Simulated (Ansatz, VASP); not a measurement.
**CdS in VASP and in Ansatz**

POSCAR

```
CdS
1.0
    4.2611695877      0.0000000000      0.0000000000
   -2.1305847939      3.6902811128      0.0000000000
    0.0000000000      0.0000000000      5.8041729400
Cd S
1 1
Direct
    0.0000000000      0.0000000000      0.4426919200
    0.6666666667      0.3333333333      0.4343080800
```

File INCAR.step1:

```
SYSTEM = CdS
ALGO     = Normal         ! electronic algorithm
EDIFF    = 1E-5           ! SCF threshold, eV
ENCUT    = 520            ! plane-wave cutoff, eV
GGA      = PE             ! functional
ISIF     = 2              ! what is computed and relaxed
ISMEAR   = -1             ! smearing method
LASPH    = .True.         ! aspherical terms in the spheres
LCHARG   = .False.        ! write CHGCAR
LREAL    = .False.        ! projectors in reciprocal space
LWAVE    = .True.         ! write WAVECAR
NBANDS   = 16             ! bands
NELM     = 100            ! most SCF steps
PREC     = Accurate       ! precision mode
SIGMA    = 0.05           ! smearing width, eV
```

The input INCAR.step2:

```
SYSTEM = CdS
AEXX     = 0.25           ! exact-exchange fraction
ALGO     = Normal         ! electronic algorithm
EDIFF    = 1E-7           ! SCF threshold, eV
ENCUT    = 520            ! plane-wave cutoff, eV
GGA      = PE             ! functional
HFSCREEN = 0.3            ! screening, 1/A
ISIF     = 2              ! what is computed and relaxed
ISMEAR   = -1             ! smearing method
ISTART   = 1            
LASPH    = .True.         ! aspherical terms in the spheres
LCHARG   = .False.        ! write CHGCAR
LHFCALC  = .True.         ! exact exchange
LREAL    = .False.        ! projectors in reciprocal space
LWAVE    = .False.        ! write WAVECAR
NBANDS   = 16             ! bands
NELM     = 100            ! most SCF steps
PREC     = Accurate       ! precision mode
PRECFOCK = Normal       
SIGMA    = 0.05           ! smearing width, eV
```

Contents of KPOINTS:

```
k-points
0
Gamma
  4 4 3
  0 0 0
```

The input input.yaml:

```yaml
crystal:
  lattice:
    - [4.2611695877, 0.0, 0.0]
    - [-2.1305847939, 3.6902811128, 0.0]
    - [0.0, 0.0, 5.80417294]
  atoms:
    - { symbol: Cd, position: [0.0, 0.0, 0.44269192] }
    - { symbol: S, position: [0.6666666667, 0.3333333333, 0.43430808] }
hamiltonian:
  xc: { exchange: pbe, correlation: pbe, exx: { coeff: 0.25, omega: 0.3 } }
  pseudopotentials: { kind: paw }
kpoints:
  mp_grid: { grid: [4, 4, 3] }
scf:
  occupations: { method: fermi_dirac, width: 0.05 }
output:
  forces: true
  stress: true
  eigenvalues: true
```

Alike in both runs: task single point; functional PBE-based screened hybrid; k mesh 4 × 4 × 3; occupations fermi-dirac, width 0.05 eV; no spin polarisation.

|  | VASP | Ansatz |
| --- | --- | --- |
| version | VASP 6.6.1 | Ansatz 0.2.0 |
| potentials or method | VASP PAW PBE potentials, release 64 (Cd, S) | Ansatz PAW |
| plane-wave cutoff (eV) | 520 | 420 |
| valence electrons in the cell | 18 | 26 |

```csv
,VASP,Ansatz,Ansatz less VASP
gap on the k mesh at the Fermi level (eV),2.29,2.28,-0.002
least direct gap on the mesh (eV),2.29,2.29,-0.002
pressure (GPa),-0.5,-0.7,-0.17
"traceless stress, the component that is largest in VASP (GPa)",0.50,0.67,+0.173
rms of the force components (eV/Å),0.008,0.009,+0.0016
```

VASP's potentials were made for PBE, not for PBE-based screened hybrid. Atom by atom the forces differ by 0.002 eV/Å (rms over components). VASP's potentials hold 18 valence electrons a cell and Ansatz's 26, so a difference there can come from the potentials and not from the codes.

The k mesh is coarse, so the values compare programs but aren't converged. Noted on Ansatz's run: odd divisions of the mesh miss points on the zone boundary, where band edges often lie, so the gap on the mesh can be too wide.
